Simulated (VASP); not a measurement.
Set up this calculation in VASP 6.6.1, as the native input.

```
Task                   : relaxation of cell and atoms
Functional             : PBE
Potentials or basis    : VASP PAW PBE potentials, release 64 (Br)
Cutoff                 : 600 eV
k mesh                 : 6 × 6 × 4
Occupations            : gaussian, width 0.1 eV
Spin                   : no spin polarisation
Dipole correction      : no
Further INCAR settings : ALGO = Normal; EDIFF = 1e-06; IBRION = 2; EDIFFG = -0.04; NSW = 90; ISIF = 3
```

The structure of Br lies in POSCAR:

```
Br
1.0
    3.2212936300      0.0000000000      0.0000000000
   -1.6106468200      2.7897221200      0.0000000000
    0.0000000000      0.0000000000      4.3331950400
Br
2
Direct
    0.3333333300      0.6666666700      0.0000000000
    0.6666666700      0.3333333300      0.0000000000
```

These files were run (other wordings do the same):

INCAR

```
ALGO     = Normal         # electronic algorithm
EDIFF    = 1E-6           # SCF threshold, eV
EDIFFG   = -0.04          # ionic threshold
ENCUT    = 600            # plane-wave cutoff, eV
GGA      = PE             # functional
IBRION   = 2              # ionic algorithm
ISIF     = 3              # what is computed and relaxed
ISMEAR   = 0              # smearing method
LASPH    = True           # aspherical terms in the spheres
LCHARG   = False          # write CHGCAR
LREAL    = False          # projectors in reciprocal space
LWAVE    = False          # write WAVECAR
NELM     = 100            # most SCF steps
NSW      = 90             # ionic steps
PREC     = Accurate       # precision mode
SIGMA    = 0.1            # smearing width, eV
```

KPOINTS

```
k-points
0
Gamma
  6 6 4
```

Potentials or basis: VASP PAW PBE potentials, release 64 (Br).

The run is started by

```bash
$ cat potpaw_PBE.64/Br/POTCAR > POTCAR
$ mpirun -np 1 vasp_std > vasp.out
```

Results of the run:

| Quantity | Value |
| --- | --- |
| Relaxed volume | 47.99 Å³/atom |
| Relaxed cell | a = 4.907 Å, b = 4.907 Å, c = 4.603 Å, α = 90.00°, β = 90.00°, γ = 120.00° |
| Space group after relaxing (to 0.05 Å) | P6/mmm (No. 191) |
| Energy gained by relaxing | 10365.4 meV/atom |
| Ionic steps | 15 |
| Pressure after relaxing | 0.0 GPa |
| Band gap on the k mesh | zero (band 7 reaches -2.12 eV, above the bottom of band 8 at -2.14 eV) |

Caveat: the k points lie up to 0.34 Å⁻¹ apart in the final cell; the volume moved by over 15 % at a fixed basis, so the end points are rough; this functional lacks dispersion, which binds the layers, so the pressure and a relaxed spacing across them are unreliable.

It took 110 s on 1 thread of Intel Xeon 6975P-C, with other jobs on the host, peak memory 0.17 GiB.
